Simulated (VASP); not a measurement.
# HfC (Fm-3m) in VASP: a series of runs

The runs below take HfC through single point, with PBE.

Program: VASP 6.6.1. These are calculated values, not measurements. Logs are shortened: lines on timing, memory, paths and dates and some standing lists are left out, and cuts for length are marked.

### Step 1. The cell of the first run

The structure is cubic, space group Fm-3m (No. 225). The conventional cell has a = 4.556 Å, b = 4.556 Å, c = 4.556 Å, α = 90.00°, β = 90.00°, γ = 90.00°. Hf (site symmetry m-3m) has 6 C at 2.28 Å within 3.0 Å. Within 3.0 Å of C (site symmetry m-3m) lie 6 Hf at 2.28 Å.

### Step 2. Single point, PBE (volume scaled by 0.9405)

The input, INCAR:

```
SYSTEM = HfC
PREC     = Accurate       ! precision mode
ENCUT    = 520            ! plane-wave cutoff, eV
EDIFF    = 1E-6           ! SCF threshold, eV
ISMEAR   = -1             ! smearing method
SIGMA    = 0.05           ! smearing width, eV
LREAL    = .FALSE.        ! projectors in reciprocal space
LASPH    = .TRUE.         ! aspherical terms in the spheres
NELM     = 100            ! most SCF steps
ALGO     = Normal         ! electronic algorithm
ISIF     = 2              ! what is computed and relaxed
LWAVE    = .FALSE.        ! write WAVECAR
LCHARG   = .FALSE.        ! write CHGCAR
GGA      = PE             ! functional
NBANDS   = 14             ! bands
```

The input, KPOINTS:

```
Automatic mesh
0
G
  12 12 12
  0 0 0
```

The input, POSCAR:

```
HfC
1.0
    0.0000000000      2.2779414499      2.2779414499
    2.2779414499      0.0000000000      2.2779414499
    2.2779414499      2.2779414499      0.0000000000
Hf C
1 1
Direct
    0.5000000000      0.5000000000      0.5000000000
    0.0000000000      0.0000000000      0.0000000000
```

Potentials or basis: VASP PAW PBE potentials, release 64 (Hf_pv, C).

Launch:

```console
$ cat potpaw_PBE.64/Hf_pv/POTCAR potpaw_PBE.64/C/POTCAR > POTCAR
$ mpirun -np 1 vasp_std > vasp.out
```

OUTCAR:

```text
SYSTEM = HfC
   PREC = Accurate
   ENCUT = 520
   EDIFF = 1E-6
   ISMEAR = -1
   LREAL = .FALSE.
   LASPH = .TRUE.
   NELM = 100
   ISIF = 2
   GGA = PE

 ion  position               nearest neighbor table
   1  0.500  0.500  0.500-   2 2.28   2 2.28   2 2.28   2 2.28   2 2.28   2 2.28
   2  0.000  0.000  0.000-   1 2.28   1 2.28   1 2.28   1 2.28   1 2.28   1 2.28

  LATTYP: Found a face centered cubic cell.
 ALAT       =     4.5558828998

  Lattice vectors:

 A1 = (   0.0000000000,   2.2779414499,   2.2779414499)
 A2 = (   2.2779414499,   0.0000000000,   2.2779414499)
 A3 = (   2.2779414499,   2.2779414499,   0.0000000000)

Analysis of symmetry for initial positions (statically):
=====================================================================
 Subroutine PRICEL returns:
 Original cell was already a primitive cell.

 Routine SETGRP: Setting up the symmetry group for a
 face centered cubic supercell.

 Subroutine GETGRP returns: Found 48 space group operations
 (whereof 48 operations were pure point group operations)
 out of a pool of 48 trial point group operations.

The static configuration has the point symmetry O_h .

Analysis of symmetry for dynamics (positions and initial velocities):
=====================================================================
 Subroutine PRICEL returns:
 Original cell was already a primitive cell.

 Routine SETGRP: Setting up the symmetry group for a
 face centered cubic supercell.

 Subroutine GETGRP returns: Found 48 space group operations
 (whereof 48 operations were pure point group operations)
 out of a pool of 48 trial point group operations.

The dynamic configuration has the point symmetry O_h .

 Subroutine INISYM returns: Found 48 space group operations
 (whereof 48 operations are pure point group operations),
 and found     1 'primitive' translations

----------------------------------------------------------------------------------------

                                     Primitive cell

  volume of cell :      23.6406

  direct lattice vectors                    reciprocal lattice vectors
     0.000000000  2.277941450  2.277941450    -0.219496423  0.219496423  0.219496423
     2.277941450  0.000000000  2.277941450     0.219496423 -0.219496423  0.219496423
     2.277941450  2.277941450  0.000000000     0.219496423  0.219496423 -0.219496423

  length of vectors
     3.221495693  3.221495693  3.221495693     0.380178957  0.380178957  0.380178957

  position of ions in fractional coordinates (direct lattice)
     0.500000000  0.500000000  0.500000000
     0.000000000  0.000000000  0.000000000

  ion indices of the primitive-cell ions
   primitive index   ion index
                 1           1
                 2           2

----------------------------------------------------------------------------------------

 KPOINTS: Automatic mesh

Automatic generation of k-mesh.
 Grid dimensions read from file:
 generate k-points for:   12   12   12

 Generating k-lattice:

  Cartesian coordinates                     Fractional coordinates (reciprocal lattice)
    -0.018291369  0.018291369  0.018291369     0.083333333  0.000000000  0.000000000
     0.018291369 -0.018291369  0.018291369     0.000000000  0.083333333  0.000000000
     0.018291369  0.018291369 -0.018291369     0.000000000  0.000000000  0.083333333

  Length of vectors
     0.031681580  0.031681580  0.031681580

  Shift w.r.t. Gamma in fractional coordinates (k-lattice)
     0.000000000  0.000000000  0.000000000

 Subroutine IBZKPT returns following result:
 ===========================================

 Found     72 irreducible k-points:

 Following reciprocal coordinates:
            Coordinates               Weight
  0.000000  0.000000  0.000000      1.000000
  0.083333  0.000000  0.000000      8.000000
  0.166667  0.000000  0.000000      8.000000
  0.250000  0.000000  0.000000      8.000000
  0.333333  0.000000  0.000000      8.000000
  0.416667  0.000000  0.000000      8.000000
[... 16 lines left out ...]
  0.500000  0.166667  0.000000     24.000000
 -0.416667  0.166667  0.000000     24.000000
 [... further k-points ...]
   k-points           NKPTS =     72   k-points in BZ     NKDIM =     72   number of bands    NBANDS=     14
   number of dos      NEDOS =    301   number of ions     NIONS =      2
   total plane-waves  NPLWV =  13824
   dimension x,y,z NGX =    24 NGY =   24 NGZ =   24
   dimension x,y,z NGXF=    48 NGYF=   48 NGZF=   48
   ions per type =               1   1
   NGX,Y,Z   is equivalent  to a cutoff of  12.39, 12.39, 12.39 a.u.
   NGXF,Y,Z  is equivalent  to a cutoff of  24.77, 24.77, 24.77 a.u.
 SYSTEM =  HfC
   PREC   = accura    normal or accurate (medium, high low for compatibility)
   ISTART =      0    job   : 0-new  1-cont  2-samecut
   ICHARG =      2    charge: 1-file 2-atom 10-const
   ISPIN  =      1    spin polarized calculation?
   LNONCOLLINEAR =      F non collinear calculations
[... 69 lines left out ...]
     10       7.8409      0.00000
     11      10.0177      0.00000
     12      10.0177      0.00000
     13      14.0075      0.00000
     14      17.6148      0.00000

 k-point     2 :       0.0833    0.0000    0.0000
  band No.  band energies     occupation
      1     -22.8994      2.00000
      2     -22.8433      2.00000
      3     -22.8433      2.00000
      4      -5.9922      2.00000
      5       6.3292      1.87601
      6       6.6453      0.05290
      7       6.6453      0.05289
      8       8.1851      0.00000
      9       8.1851      0.00000
     10       8.5535      0.00000
     11      10.8874      0.00000
     12      10.8874      0.00000
     13      14.3881      0.00000
     14      18.1449      0.00000

 k-point     3 :       0.1667    0.0000    0.0000
  band No.  band energies     occupation
      1     -23.0642      2.00000
      2     -22.8587      2.00000
      3     -22.8587      2.00000
      4      -5.4455      2.00000
      5       4.8174      2.00000
      6       5.5164      2.00000
      7       5.5164      2.00000
      8       8.7658      0.00000
      9       8.7658      0.00000
     10       9.0769      0.00000
     11      12.5748      0.00000
     12      12.5748      0.00000
     13      15.2844      0.00000
     14      19.5268      0.00000

 k-point     4 :       0.2500    0.0000    0.0000
  band No.  band energies     occupation
      1     -23.2807      2.00000
      2     -22.8796      2.00000
      3     -22.8796      2.00000
      4      -4.6243      2.00000
      5       3.2961      2.00000
      6       4.5461      2.00000
      7       4.5462      2.00000
      8       9.5816      0.00000
      9       9.6253      0.00000
     10       9.6253      0.00000
     11      14.4628      0.00000
     12      14.4628      0.00000
     13      16.1174      0.00000
     14      20.5416      0.00000

 k-point     5 :       0.3333    0.0000    0.0000
  band No.  band energies     occupation
      1     -23.4883      2.00000
      2     -22.9004      2.00000
      3     -22.9004      2.00000
      4      -3.6379      2.00000
      5       1.8777      2.00000
      6       3.8248      2.00000
      7       3.8248      2.00000
      8      10.3276      0.00000
      9      10.6756      0.00000
     10      10.6756      0.00000
     11      16.0074      0.00000
[... 276 lines left out ...]
 k-point    22 :       0.4167    0.1667    0.0000
  band No.  band energies     occupation
      1     -23.5067      2.00000
      2     -23.0066      2.00000
      3     -22.9789      2.00000
      4      -3.3692      2.00000
      5       1.6323      2.00000
      6       3.7110      2.00000
      7       4.3366      2.00000
      8       8.5346      0.00000
      9      12.2483      0.00000
     10      12.5442      0.00000
     11      14.9716      0.00000
     12      15.5502      0.00000
     13      18.4832      0.00000
     14      20.3297      0.00000

 k-point    23 :       0.5000    0.1667    0.0000
  band No.  band energies     occupation
      1     -23.5947      2.00000
      2     -23.0483      2.00000
      3     -22.9734      2.00000
      4      -2.7673      2.00000
      5       1.0169      2.00000
      6       3.4779      2.00000
      7       3.8314      2.00000
      8       9.6452      0.00000
      9      12.4171      0.00000
     10      12.6937      0.00000
     11      15.3769      0.00000
     12      16.5997      0.00000
     13      18.4996      0.00000
     14      20.0065      0.00000

 k-point    24 :      -0.4167    0.1667    0.0000
  band No.  band energies     occupation
      1     -23.6031      2.00000
      2     -23.0775      2.00000
      3     -22.9526      2.00000
      4      -2.5584      2.00000
      5       0.7769      2.00000
      6       3.5279      2.00000
      7       3.5571      2.00000
      8      10.8959      0.00000
      9      11.7761      0.00000
     10      11.9816      0.00000
     11      15.6346      0.00000
     12      17.1418      0.00000
     13      18.1308      0.00000
     14      20.4831      0.00000

 [... further k-points ...]

------------------------ aborting loop because EDIFF is reached ----------------------------------------

  FORCE on cell =-STRESS in cart. coord.  units (eV):
  Direction    XX          YY          ZZ          XY          YZ          ZX
  --------------------------------------------------------------------------------------
  -------------------------------------------------------------------------------------
  Total        2.3776231      2.3776231      2.3776231      0.0000000      0.0000000      0.0000000
  in kB      161.1372433    161.1372433    161.1372433      0.0000000      0.0000000      0.0000000
  external PRESSURE =     161.1372433 kB  Pullay stress =       0.0000000 kB

 VOLUME and BASIS-vectors are now :
 -----------------------------------------------------------------------------
  energy-cutoff  :      520.00
  volume of cell :       23.64
      direct lattice vectors                 reciprocal lattice vectors
     0.000000000  2.277941450  2.277941450    -0.219496423  0.219496423  0.219496423
     2.277941450  0.000000000  2.277941450     0.219496423 -0.219496423  0.219496423
     2.277941450  2.277941450  0.000000000     0.219496423  0.219496423 -0.219496423

 POSITION                                       TOTAL-FORCE (eV/Angst)
 -----------------------------------------------------------------------------------
      2.27794      2.27794      2.27794        -0.000000      0.000000     -0.000000
      0.00000      0.00000      0.00000         0.000000     -0.000000      0.000000
 -----------------------------------------------------------------------------------
    total drift:                                0.000000     -0.000000      0.000000

  FREE ENERGIE OF THE ION-ELECTRON SYSTEM (eV)
  ---------------------------------------------------
  free  energy   TOTEN  =       -20.9772212371 eV

  energy  without entropy=      -20.9748392963  energy(sigma->0) =      -20.97603027
```

It took 12 s on 1 thread of Intel Xeon Platinum 8375C at 2.90GHz (Ice Lake), shared host; peak memory 0.15 GiB.

What came out:

- Free energy: -20.9772 eV
- Pressure: 16.1 GPa
- Band gap on the k mesh: zero (band 7 reaches 7.47 eV, above the bottom of band 8 at 6.00 eV)

Levels at points of the mesh, in eV from the Fermi level:
| k point | band 3 | band 4 | band 5 | band 6 | band 7 | band 8 | band 9 | band 10 | band 11 | band 12 |
| --- | --- | --- | --- | --- | --- | --- | --- | --- | --- | --- |
| (0.00, 0.00, 0.00) | -29.30 | -12.65 | 1.00 | 1.00 | 1.00 | 1.38 | 1.38 | 1.38 | 3.55 | 3.55 |
| (0.50, 0.00, 0.00) | -29.39 | -8.53 | -6.45 | -3.23 | -3.23 | 5.65 | 5.65 | 6.15 | 6.83 | 12.18 |
| (0.50, 0.50, 0.00) | -29.59 | -10.73 | -2.54 | -2.02 | -0.06 | -0.06 | 5.65 | 7.21 | 7.21 | 9.21 |

Caveat: spin-orbit coupling is left out, which moves the levels of the heavy elements.

### Step 3. Single point, PBE (volume scaled by 0.97)

The input, INCAR:

```
SYSTEM = HfC
PREC = Accurate
ENCUT = 520
EDIFF = 1E-6
ISMEAR = -1
SIGMA = 0.05
LREAL = .FALSE.
LASPH = .TRUE.
NELM = 60
ALGO = Normal
ISIF = 2
LWAVE = .FALSE.
LCHARG = .FALSE.
GGA = PE
NBANDS = 14
```

The input, KPOINTS:

```
regular mesh
0
G
  12 12 12
  0 0 0
```

The input, POSCAR:

```
HfC
1.0
    0.0000000000      2.3015135457      2.3015135457
    2.3015135457      0.0000000000      2.3015135457
    2.3015135457      2.3015135457      0.0000000000
Hf C
1 1
Direct
    0.5000000000      0.5000000000      0.5000000000
    0.0000000000      0.0000000000      0.0000000000
```

Potentials or basis: VASP PAW PBE potentials, release 64 (Hf_pv, C).

Launch:

```console
$ cat potpaw_PBE.64/Hf_pv/POTCAR potpaw_PBE.64/C/POTCAR > POTCAR
$ mpirun -np 1 vasp_std > vasp.out
```

It took 13 s on 1 thread of Intel Xeon Platinum 8375C at 2.90GHz (Ice Lake), shared host; peak memory 0.15 GiB.

It converged, with:

| Quantity | Value |
| --- | --- |
| Free energy | -21.0311 eV |
| Pressure | 7.3 GPa |
| Band gap on the k mesh | zero (band 7 reaches 7.21 eV, above the bottom of band 8 at 5.76 eV) |

Levels at points of the mesh, in eV from the Fermi level:
```csv
k point,band 3,band 4,band 5,band 6,band 7,band 8,band 9,band 10,band 11,band 12
"(0.00, 0.00, 0.00)",-29.44,-12.48,1.00,1.00,1.00,1.38,1.38,1.38,3.47,3.47
"(0.50, 0.00, 0.00)",-29.52,-8.56,-6.30,-3.11,-3.11,5.47,5.47,5.96,6.68,11.77
"(0.50, 0.50, 0.00)",-29.70,-10.57,-2.57,-1.90,-0.08,-0.08,5.47,6.96,6.96,8.80
```

Caveat: spin-orbit coupling is left out, which moves the levels of the heavy elements.

### Step 4. Single point, PBE (volume scaled by 1.03)

The input, INCAR:

```
SYSTEM = HfC
ALGO     = Normal         ! electronic algorithm
EDIFF    = 1E-6           ! SCF threshold, eV
ENCUT    = 520            ! plane-wave cutoff, eV
GGA      = PE             ! functional
ISIF     = 2              ! what is computed and relaxed
ISMEAR   = -1             ! smearing method
LASPH    = .True.         ! aspherical terms in the spheres
LCHARG   = .False.        ! write CHGCAR
LREAL    = .False.        ! projectors in reciprocal space
LWAVE    = .False.        ! write WAVECAR
NBANDS   = 14             ! bands
NELM     = 80             ! most SCF steps
PREC     = Accurate       ! precision mode
SIGMA    = 0.05           ! smearing width, eV
```

The input, KPOINTS:

```
k-points
0
Gamma
  12 12 12
  0 0 0
```

The input, POSCAR:

```
HfC
1.0
    0.0000000000      2.3480212992      2.3480212992
    2.3480212992      0.0000000000      2.3480212992
    2.3480212992      2.3480212992      0.0000000000
Hf C
1 1
Direct
    0.5000000000      0.5000000000      0.5000000000
    0.0000000000      0.0000000000      0.0000000000
```

Launch:

```console
$ cat potpaw_PBE.64/Hf_pv/POTCAR potpaw_PBE.64/C/POTCAR > POTCAR
$ mpirun -np 1 vasp_std > vasp.out
```

It took 27 s on 1 thread of Intel Xeon Platinum 8375C at 2.90GHz (Ice Lake), shared host; peak memory 0.17 GiB.

The run converged. Its results:

```
Free energy            : -21.0293 eV
Pressure               : -7.1 GPa
Band gap on the k mesh : zero (band 7 reaches 6.71 eV, above the bottom of band 8 at 5.31 eV)
```

Levels at points of the mesh, in eV from the Fermi level:
| k point | band 4 | band 5 | band 6 | band 7 | band 8 | band 9 | band 10 | band 11 |
| --- | --- | --- | --- | --- | --- | --- | --- | --- |
| (0.00, 0.00, 0.00) | -12.17 | 0.98 | 0.98 | 0.98 | 1.37 | 1.37 | 1.37 | 3.29 |
| (0.50, 0.00, 0.00) | -8.59 | -6.01 | -2.89 | -2.89 | 5.14 | 5.14 | 5.59 | 6.40 |
| (0.50, 0.50, 0.00) | -10.28 | -2.62 | -1.68 | -0.13 | -0.13 | 5.13 | 6.49 | 6.49 |

Caveat: spin-orbit coupling is left out, which moves the levels of the heavy elements.

### Step 5. Single point, PBE (volume scaled by 1.06)

The input, INCAR:

```
ALGO     = Normal         # electronic algorithm
EDIFF    = 1E-6           # SCF threshold, eV
ENCUT    = 520            # plane-wave cutoff, eV
GGA      = PE             # functional
ISIF     = 2              # what is computed and relaxed
ISMEAR   = -1             # smearing method
LASPH    = T              # aspherical terms in the spheres
LCHARG   = T              # write CHGCAR
LELF     = T              # ELF
LREAL    = F              # projectors in reciprocal space
LVHAR    = T            
LWAVE    = F              # write WAVECAR
NBANDS   = 14             # bands
NELM     = 60             # most SCF steps
PREC     = Accurate       # precision mode
SIGMA    = 0.05           # smearing width, eV
```

The input, KPOINTS:

```
k-points
0
Gamma
  12 12 12
```

The input, POSCAR:

```
HfC
1.0
    0.0000000000      2.3705998121      2.3705998121
    2.3705998121      0.0000000000      2.3705998121
    2.3705998121      2.3705998121      0.0000000000
Hf C
1 1
Direct
    0.5000000000      0.5000000000      0.5000000000
    0.0000000000      0.0000000000      0.0000000000
```

Launch:

```console
$ cat potpaw_PBE.64/Hf_pv/POTCAR potpaw_PBE.64/C/POTCAR > POTCAR
$ mpirun -np 1 vasp_std > vasp.out
```

Run time: 25 s. Hardware: 1 thread of Intel Xeon Platinum 8375C at 2.90GHz (Ice Lake), shared host; peak memory 0.17 GiB.

The run converged. Its results:

```
Free energy            : -20.9825 eV
Pressure               : -12.8 GPa
Band gap on the k mesh : zero (band 7 reaches 6.48 eV, above the bottom of band 8 at 5.12 eV)
```

Levels at points of the mesh, in eV from the Fermi level:
```
           k point  band 4  band 5  band 6  band 7  band 8  band 9  band 10  band 11
(0.00, 0.00, 0.00)  -12.02    0.97    0.97    0.97    1.36    1.36     1.36     3.20
(0.50, 0.00, 0.00)   -8.60   -5.88   -2.79   -2.79    4.98    4.98     5.41     6.26
(0.50, 0.50, 0.00)  -10.16   -2.63   -1.59   -0.15   -0.15    4.97     6.27     6.27
```

Caveat: spin-orbit coupling is left out, which moves the levels of the heavy elements.

### Step 6. Summary

```tsv
cell	gap on the mesh (eV)	pressure (GPa)
a = 3.221 Å, angles 60.0°, 2 atoms	none	16.1
a = 3.255 Å, angles 60.0°, 2 atoms	none	7.3
a = 3.321 Å, angles 60.0°, 2 atoms	none	-7.1
a = 3.353 Å, angles 60.0°, 2 atoms	none	-12.8
```

Alike in all rows: task single point; level PBE; potentials or basis VASP PAW PBE potentials, release 64 (Hf_pv, C); no spin polarisation; k mesh 12 × 12 × 12; cutoff (eV) 520; smearing fermi-dirac 0.05 eV.

Caveats: spin-orbit coupling is left out, which moves the levels of the heavy elements.

Absolute energies hang on the potentials; compare differences alone.
